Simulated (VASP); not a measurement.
A run of VASP 6.6.1 is set up as follows.

File INCAR:

```
SYSTEM = AlRu
PREC = Accurate ; ENCUT = 520
EDIFF = 1E-7 ; ISMEAR = -1
SIGMA = 0.1 ; LREAL = .False.
LASPH = .True. ; NELM = 60
ALGO = Normal ; ISIF = 2
LWAVE = .False. ; LCHARG = .False.
GGA = PE ; NBANDS = 16
```

The input KPOINTS:

```
regular mesh
0
Gamma
  14 14 14
  0 0 0
```

File POSCAR:

```
AlRu
1.0
    0.0000000000      2.4419532931      2.4419532931
    2.4419532931      0.0000000000      2.4419532931
    2.4419532931      2.4419532931      0.0000000000
Ru Al
1 1
Direct
    0.0000000000      0.0000000000      0.0000000000
    0.5000000000      0.5000000000      0.5000000000
```

Potentials or basis: VASP PAW PBE potentials, release 64 (Ru_pv, Al).

The run is started by

```bash
$ cat potpaw_PBE.64/Ru_pv/POTCAR potpaw_PBE.64/Al/POTCAR > POTCAR
$ mpirun -np 1 vasp_std > vasp.out
```

Question: What does it give for the band gap on the k mesh?

Answer: Zero (an odd number of electrons rules out a gap without spin polarisation).

Question: Estimate the pressure.

Answer: 10.1 GPa.

Caveat: the cell stands under pressure.
